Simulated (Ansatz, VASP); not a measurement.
One calculation of Sn, two programs

File INCAR:

```
PREC = Accurate ; ENCUT = 600
EDIFF = 1E-6 ; ISMEAR = -1
SIGMA = 0.08 ; LREAL = False
LASPH = True ; NELM = 60
ALGO = Normal ; ISIF = 3
LWAVE = False ; LCHARG = False
GGA = PE ; IBRION = 2
NSW = 60 ; EDIFFG = -0.005
```

Contents of KPOINTS:

```
regular mesh
0
Gamma
  10 10 10
```

Contents of POSCAR:

```
Sn
1.0
    0.0000000000      3.2710663102      3.2710663102
    3.2710663102      0.0000000000      3.2710663102
    3.2710663102      3.2710663102      0.0000000000
Sn
2
Direct
   -0.1250000000     -0.1250000000     -0.1250000000
    0.1250000000      0.1250000000      0.1250000000
```

Input for Ansatz:

```yaml
crystal:
  lattice:
    - [0.0, 3.2710663102, 3.2710663102]
    - [3.2710663102, 0.0, 3.2710663102]
    - [3.2710663102, 3.2710663102, 0.0]
  atoms:
    - { symbol: Sn, position: [-0.125, -0.125, -0.125] }
    - { symbol: Sn, position: [0.125, 0.125, 0.125] }
kpoints:
  mp_grid: { grid: [10, 10, 10] }
scf:
  occupations: { method: fermi_dirac, width: 0.08 }
hamiltonian:
  xc: pbe
  pseudopotentials: { kind: paw }
output:
  forces: true
  stress: true
relax:
  f_tol: 0.005
  max_steps: 40
  cell: {}
```

Alike in both runs: task relaxation of cell and atoms; functional PBE; k mesh 10 × 10 × 10; occupations fermi-dirac, width 0.08 eV; no spin polarisation.

|  | VASP | Ansatz |
| --- | --- | --- |
| version | VASP 6.6.1 | Ansatz 0.2.0 |
| potentials or method | VASP PAW PBE potentials, release 64 (Sn_d) | PAW with Ansatz's default frozen-core files, scalar-relativistic |
| plane-wave cutoff (eV) | 600 | 420 |
| valence electrons in the cell | 28 | 28 |

Ansatz gave:

- relaxed volume (Å³/atom): 36.88
- relaxed length of the cell vector where the two differ most in proportion (Å): 4.707

What did VASP give for the same quantities?

Relaxed volume (Å³/atom): 36.85; relaxed length of the cell vector where the two differ most in proportion (Å): 4.706.
